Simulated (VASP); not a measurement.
# SrO (P6_3mc) in VASP: notebook

SrO is run at these levels: PBEsol; tasks: single point.

All numbers are computed with VASP 6.6.1; they aren't measurements. Logs are shortened: lines on timing, memory, paths and dates and some standing lists are left out, and cuts for length are marked.

## Step 1: The cell of the first run

Symmetry: P6_3mc, No. 186, hexagonal system. The conventional cell has a = 3.933 Å, b = 3.933 Å, c = 4.743 Å, α = 90.00°, β = 90.00°, γ = 120.00°. Within 3.0 Å of Sr (site symmetry 3m) lie 5 O at 2.27 to 2.38 Å. Within 3.0 Å of O (site symmetry 3m) lie 5 Sr at 2.27 to 2.38 Å.

## Step 2: Single point, PBEsol (strain -0.080 along x and y, -0.080 along z)

Contents of INCAR:

```
SYSTEM = SrO
ALGO = Normal
EDIFF = 1E-6
ENCUT = 520
GGA = PS
ISIF = 2
ISMEAR = 0
LASPH = .True.
LCHARG = .False.
LREAL = .False.
LWAVE = .False.
NBANDS = 24
NELM = 100
PREC = Accurate
SIGMA = 0.05
```

Contents of KPOINTS:

```
k-points
0
Gamma
  6 6 6
  0 0 0
```

Contents of POSCAR:

```
SrO
1.0
    3.9334289643      0.0000000000      0.0000000000
   -1.9667144822      3.4064494071      0.0000000000
    0.0000000000      0.0000000000      4.7431473908
Sr O
2 2
Direct
    0.3333333333      0.6666666667      0.9381277000
    0.6666666667      0.3333333333      0.4381277000
    0.3333333333      0.6666666667      0.4368723000
    0.6666666667      0.3333333333      0.9368723000
```

Potentials or basis: VASP PAW PBE potentials, release 64 (Sr_sv, O).

The run is started by

```sh
cat potpaw_PBE.64/Sr_sv/POTCAR potpaw_PBE.64/O/POTCAR > POTCAR
mpirun -np 1 vasp_std > vasp.out
```

OUTCAR:

```text
SYSTEM = SrO
   EDIFF = 1E-6
   ENCUT = 520
   GGA = PS
   ISIF = 2
   ISMEAR = 0
   LASPH = .True.
   LREAL = .False.
   NELM = 100
   PREC = Accurate

 ion  position               nearest neighbor table
   1  0.333  0.667  0.938-   4 2.27   4 2.27   4 2.27   3 2.37   3 2.38   2 3.28   2 3.28   2 3.28
                             2 3.28   2 3.28   2 3.28   2 5.12   2 5.12   2 5.12   2 5.12   2 5.12
   2  0.667  0.333  0.438-   3 2.27   3 2.27   3 2.27   4 2.37   4 2.38   1 3.28   1 3.28   1 3.28
                             1 3.28   1 3.28   1 3.28   1 5.12   1 5.12   1 5.12   1 5.12   1 5.12
   3  0.333  0.667  0.437-   2 2.27   2 2.27   2 2.27   1 2.37   1 2.38
   4  0.667  0.333  0.937-   1 2.27   1 2.27   1 2.27   2 2.37   2 2.38

  LATTYP: Found a hexagonal cell.
 ALAT       =     3.9334289643
 C/A-ratio  =     1.2058556119

  Lattice vectors:

 A1 = (   3.9334289643,   0.0000000000,   0.0000000000)
 A2 = (  -1.9667144822,   3.4064494071,   0.0000000000)
 A3 = (   0.0000000000,   0.0000000000,   4.7431473908)

Analysis of symmetry for initial positions (statically):
=====================================================================
 Subroutine PRICEL returns:
 Original cell was already a primitive cell.

 Routine SETGRP: Setting up the symmetry group for a
 hexagonal supercell.

 Subroutine GETGRP returns: Found 12 space group operations
 (whereof  6 operations were pure point group operations)
 out of a pool of 24 trial point group operations.

The static configuration has the point symmetry C_3v.
 The point group associated with its full space group is C_6v.

Analysis of symmetry for dynamics (positions and initial velocities):
=====================================================================
 Subroutine PRICEL returns:
 Original cell was already a primitive cell.

 Routine SETGRP: Setting up the symmetry group for a
 hexagonal supercell.

 Subroutine GETGRP returns: Found 12 space group operations
 (whereof  6 operations were pure point group operations)
 out of a pool of 24 trial point group operations.

The dynamic configuration has the point symmetry C_3v.
 The point group associated with its full space group is C_6v.

 Subroutine INISYM returns: Found 12 space group operations
 (whereof  6 operations are pure point group operations),
 and found     1 'primitive' translations

----------------------------------------------------------------------------------------

                                     Primitive cell

  volume of cell :      63.5536

  direct lattice vectors                    reciprocal lattice vectors
     3.933428964  0.000000000  0.000000000     0.254231107  0.146780398  0.000000000
    -1.966714482  3.406449407  0.000000000     0.000000000  0.293560796  0.000000000
     0.000000000  0.000000000  4.743147391     0.000000000  0.000000000  0.210830471

  length of vectors
     3.933428964  3.933428964  4.743147391     0.293560796  0.293560796  0.210830471

  position of ions in fractional coordinates (direct lattice)
     0.333333333  0.666666667  0.938127700
     0.666666667  0.333333333  0.438127700
     0.333333333  0.666666667  0.436872300
     0.666666667  0.333333333  0.936872300

  ion indices of the primitive-cell ions
   primitive index   ion index
                 1           1
                 2           2
                 3           3
                 4           4

----------------------------------------------------------------------------------------

 KPOINTS: k-points

Automatic generation of k-mesh.
 Grid dimensions read from file:
 generate k-points for:    6    6    6

 Generating k-lattice:

  Cartesian coordinates                     Fractional coordinates (reciprocal lattice)
     0.042371851  0.024463400  0.000000000     0.166666667 -0.000000000  0.000000000
     0.000000000  0.048926799  0.000000000     0.000000000  0.166666667  0.000000000
     0.000000000  0.000000000  0.035138412     0.000000000  0.000000000  0.166666667

  Length of vectors
     0.048926799  0.048926799  0.035138412

  Shift w.r.t. Gamma in fractional coordinates (k-lattice)
     0.000000000  0.000000000  0.000000000

 Subroutine IBZKPT returns following result:
 ===========================================

 Found     28 irreducible k-points:

 Following reciprocal coordinates:
            Coordinates               Weight
  0.000000  0.000000  0.000000      1.000000
  0.166667  0.000000  0.000000      6.000000
  0.333333  0.000000  0.000000      6.000000
  0.500000  0.000000  0.000000      3.000000
  0.166667  0.166667  0.000000      6.000000
  0.333333  0.166667  0.000000     12.000000
[... 16 lines left out ...]
  0.166667  0.000000  0.500000      6.000000
  0.333333  0.000000  0.500000      6.000000
 [... further k-points ...]
   k-points           NKPTS =     28   k-points in BZ     NKDIM =     28   number of bands    NBANDS=     24
   number of dos      NEDOS =    301   number of ions     NIONS =      4
   total plane-waves  NPLWV =  32400
   dimension x,y,z NGX =    30 NGY =   30 NGZ =   36
   dimension x,y,z NGXF=    60 NGYF=   60 NGZF=   72
   ions per type =               2   2
   NGX,Y,Z   is equivalent  to a cutoff of  12.68, 12.68, 12.62 a.u.
   NGXF,Y,Z  is equivalent  to a cutoff of  25.36, 25.36, 25.24 a.u.
 SYSTEM =  SrO
   PREC   = accura    normal or accurate (medium, high low for compatibility)
   ISTART =      0    job   : 0-new  1-cont  2-samecut
   ICHARG =      2    charge: 1-file 2-atom 10-const
   ISPIN  =      1    spin polarized calculation?
   LNONCOLLINEAR =      F non collinear calculations
   LSORBIT =      F    spin-orbit coupling
   LASPH  =      T    aspherical Exc in radial PAW
   ENCUT  =  520.0 eV  38.22 Ry    6.18 a.u.   7.31  7.31  8.82*2*pi/ulx,y,z
   NELM   =    100;   NELMIN=  2; NELMDL= -5     # of ELM steps
   EDIFF  = 0.1E-05   stopping-criterion for ELM
   LREAL  =      F    real-space projection
   EDIFFG = 0.1E-04   stopping-criterion for IOM
   NSW    =      0    number of steps for IOM
   IBRION =     -1    ionic relax: 0-MD 1-quasi-New 2-CG
   NFREE  =      0    steps in history (QN), initial steepest desc. (CG)
   ISIF   =      2    stress and relaxation
   ISYM   =      2    0-nonsym 1-usesym 2-fastsym
   POTIM  = 0.5000    time-step for ionic-motion
   TEBEG  =    0.0;   TEEND  =   0.0 temperature during run
   PSTRESS=    0.0 pullay stress
   NELECT =      32.0000    total number of electrons
   NUPDOWN=      -1.0000    fix difference up-down
   EMIN   =  10.00;   EMAX   =-10.00  energy-range for DOS
   EFERMI =   0.00;   METHOD = LEGACY
   ISMEAR =     0;   SIGMA  =   0.05  broadening in eV -4-tet -1-fermi 0-gaus
   EFERMI_NEDOS =   21; number of points for ismear=-14 and -15
   IALGO  =     38    algorithm
   IMIX   =      4    mixing-type and parameters
     AMIX     =   0.40;   BMIX     =  1.00
     AMIX_MAG =   1.60;   BMIX_MAG =  1.00
  volume/ion in A,a.u.               =      15.89       107.22
  Fermi-wavevector in a.u.,A,eV,Ry     =   1.302401  2.461182 23.078875  1.696249
  Thomas-Fermi vector in A             =   2.433472
   LORBIT       =      0    0 simple, 1 ext, 2 COOP (PROOUT), +10 PAW based schemes
   GGA     = PS    functional components
   LHFCALC =     F    Hartree Fock is set to
   AEXX    =    0.0000 exact exchange contribution
   IVDW    =     0    specifies the selected vdW correction
   LEPSILON=     F    determine dielectric tensor
   LRPA    =     F    only Hartree local field effects (RPA)
 non-spin polarized calculation
 Gauss-broadening in eV      SIGMA  =   0.05
  energy-cutoff  :      520.00
  volume of cell :       63.55
 maximum number of plane-waves:      1751
 NGX is ok and might be reduce to    30
   NGX = 15   NGY = 15   NGZ = 17

 number of electron      31.9999999 magnetization

 Free energy of the ion-electron system (eV)
  ---------------------------------------------------
  ext. energy  EPLUGINS =         0.00000000
  ---------------------------------------------------
  free energy    TOTEN  =       -23.76728683 eV

  energy without entropy =      -23.76728683  energy(sigma->0) =      -23.76728683

 E-fermi :   2.3572     XC(G=0): -10.3303

 val. band max:        2.0389958016   @ k =   0.0000   0.0000   0.0000
 cond. band min:       4.9794142600   @ k =   0.0000   0.0000   0.0000
 fundamental gap:      2.9404184584
 Fermi energy:         2.3571527352

 k-point     1 :       0.0000    0.0000    0.0000
  band No.  band energies     occupation
      1     -29.7992      2.00000
      2     -29.3180      2.00000
      3     -13.7358      2.00000
      4     -13.4646      2.00000
      5     -12.9717      2.00000
      6     -12.0773      2.00000
[... 16 lines left out ...]
     23      11.7528      0.00000
     24      11.9709      0.00000

 k-point     2 :       0.1667    0.0000    0.0000
  band No.  band energies     occupation
      1     -29.7560      2.00000
      2     -29.3302      2.00000
      3     -14.2453      2.00000
      4     -13.9515      2.00000
      5     -12.8620      2.00000
      6     -12.1666      2.00000
[... 16 lines left out ...]
     23      11.3992      0.00000
     24      11.8318      0.00000

 k-point     3 :       0.3333    0.0000    0.0000
  band No.  band energies     occupation
      1     -29.6519      2.00000
      2     -29.3717      2.00000
      3     -14.8675      2.00000
      4     -14.6230      2.00000
      5     -12.5750      2.00000
      6     -12.3245      2.00000
[... 16 lines left out ...]
     23      11.2853      0.00000
     24      12.1487      0.00000
[... 514 lines left out ...]
 k-point    23 :       0.1667    0.0000    0.5000
  band No.  band energies     occupation
      1     -29.5415      2.00000
      2     -29.5415      2.00000
      3     -14.8379      2.00000
      4     -14.8379      2.00000
      5     -11.8091      2.00000
      6     -11.8091      2.00000
[... 16 lines left out ...]
     23      12.5434      0.00000
     24      12.5434      0.00000

 k-point    24 :       0.3333    0.0000    0.5000
  band No.  band energies     occupation
      1     -29.5060      2.00000
      2     -29.5060      2.00000
      3     -15.3583      2.00000
      4     -15.3583      2.00000
      5     -11.9051      2.00000
      6     -11.9051      2.00000
[... 16 lines left out ...]
     23      11.8683      0.00000
     24      11.8683      0.00000

 [... further k-points ...]

------------------------ aborting loop because EDIFF is reached ----------------------------------------

  FORCE on cell =-STRESS in cart. coord.  units (eV):
  Direction    XX          YY          ZZ          XY          YZ          ZX
  --------------------------------------------------------------------------------------
  -------------------------------------------------------------------------------------
  Total       10.9455742     10.9455742     12.5009286     -0.0000000      0.0000000      0.0000000
  in kB      275.9365666    275.9365666    315.1468596     -0.0000000      0.0000000      0.0000000
  external PRESSURE =     289.0066642 kB  Pullay stress =       0.0000000 kB

 VOLUME and BASIS-vectors are now :
 -----------------------------------------------------------------------------
  energy-cutoff  :      520.00
  volume of cell :       63.55
      direct lattice vectors                 reciprocal lattice vectors
     3.933428964  0.000000000  0.000000000     0.254231107  0.146780398  0.000000000
    -1.966714482  3.406449407  0.000000000     0.000000000  0.293560796  0.000000000
     0.000000000  0.000000000  4.743147391     0.000000000  0.000000000  0.210830471

 POSITION                                       TOTAL-FORCE (eV/Angst)
 -----------------------------------------------------------------------------------
     -0.00000      2.27097      4.44968        -0.000000      0.000000     -0.039032
      1.96671      1.13548      2.07810         0.000000     -0.000000     -0.039032
     -0.00000      2.27097      2.07215         0.000000     -0.000000      0.039032
      1.96671      1.13548      4.44372        -0.000000      0.000000      0.039032
 -----------------------------------------------------------------------------------
    total drift:                               -0.000000      0.000000      0.000367

  FREE ENERGIE OF THE ION-ELECTRON SYSTEM (eV)
  ---------------------------------------------------
  free  energy   TOTEN  =       -23.7672868324 eV

  energy  without entropy=      -23.7672868324  energy(sigma->0) =      -23.76728683
```

Wall time 78 s (1 thread of Intel Xeon 8259CL, shared host); peak memory 0.2 GiB.

What came out:

- Free energy: -23.7673 eV
- Pressure: 28.9 GPa
- Largest force: 0.039 eV/Å
- Band gap on the k mesh: 2.94 eV

Forces on the atoms (eV/Å):
```
Sr   0.000  0.000 -0.039
Sr   0.000  0.000 -0.039
O    0.000  0.000  0.039
O    0.000  0.000  0.039
```

Caveat: the cell differs from its parent crystal (strain -0.080 along x and y, -0.080 along z); the cell stands under pressure; the PAW data sets were made with another functional, which shifts forces and pressure a little. A k mesh can miss the band edges.

## Step 3: Single point, PBEsol (strain -0.080 along x and y, -0.040 along z)

Contents of INCAR:

```
SYSTEM = SrO
  PREC = Accurate
  ENCUT = 520
  EDIFF = 1E-7
  ISMEAR = 0
  SIGMA = 0.05
  LREAL = .False.
  LASPH = .True.
  NELM = 100
  ALGO = Normal
  ISIF = 2
  LWAVE = .False.
  LCHARG = .True.
  GGA = PS
  LELF = .True.
  LVHAR = .True.
  NBANDS = 24
```

Contents of KPOINTS:

```
Automatic mesh
0
Gamma
  6 6 6
  0 0 0
```

POSCAR: that of step 2 with these lines changed.

```diff
@@ -4,3 +4,3 @@
    -1.9667144822      3.4064494071      0.0000000000
-    0.0000000000      0.0000000000      4.7431473908
+    0.0000000000      0.0000000000      4.9493711904
 Sr O
```

Potentials or basis: VASP PAW PBE potentials, release 64 (Sr_sv, O).

The run is started by

```sh
cat potpaw_PBE.64/Sr_sv/POTCAR potpaw_PBE.64/O/POTCAR > POTCAR
mpirun -np 1 vasp_std > vasp.out
```

Wall time 94 s (1 thread of Intel Xeon 8259CL, shared host); peak memory 0.2 GiB.

It converged, with:

| Item | Value |
| --- | --- |
| Free energy | -24.1660 eV |
| Pressure | 21.4 GPa |
| Largest force | 0.017 eV/Å |
| Band gap on the k mesh | 3.01 eV (least direct gap 3.20 eV) |

Forces in eV/Å, atoms in the order of the input:
```
Sr   0.000  0.000 -0.017
Sr   0.000  0.000 -0.017
O    0.000  0.000  0.017
O    0.000  0.000  0.017
```

Stress tensor (GPa, compression positive):
```
24.26  0.00  0.00
 0.00 24.26  0.00
 0.00  0.00 15.64
```

Levels at points of the mesh, in eV from the valence-band top:
| k point | band 13 | band 14 | band 15 | band 16 | band 17 | band 18 | band 19 | band 20 |
| --- | --- | --- | --- | --- | --- | --- | --- | --- |
| (0.00, 0.00, 0.00) | -1.29 | -1.29 | -0.34 | -0.27 | 3.01 | 6.41 | 6.41 | 7.95 |
| (0.50, 0.00, 0.00) | -0.73 | -0.55 | -0.41 | -0.27 | 4.45 | 4.73 | 5.04 | 8.01 |
| (0.00, 0.00, 0.50) | -1.64 | -1.64 | -1.64 | -1.64 | 4.82 | 4.82 | 8.61 | 8.61 |
| (0.50, 0.00, 0.50) | -1.31 | -1.31 | -0.46 | -0.46 | 5.07 | 5.07 | 7.84 | 7.84 |

Caveat: the cell differs from its parent crystal (strain -0.080 along x and y, -0.040 along z); the cell stands under pressure; the PAW data sets were made with another functional, which shifts forces and pressure a little.
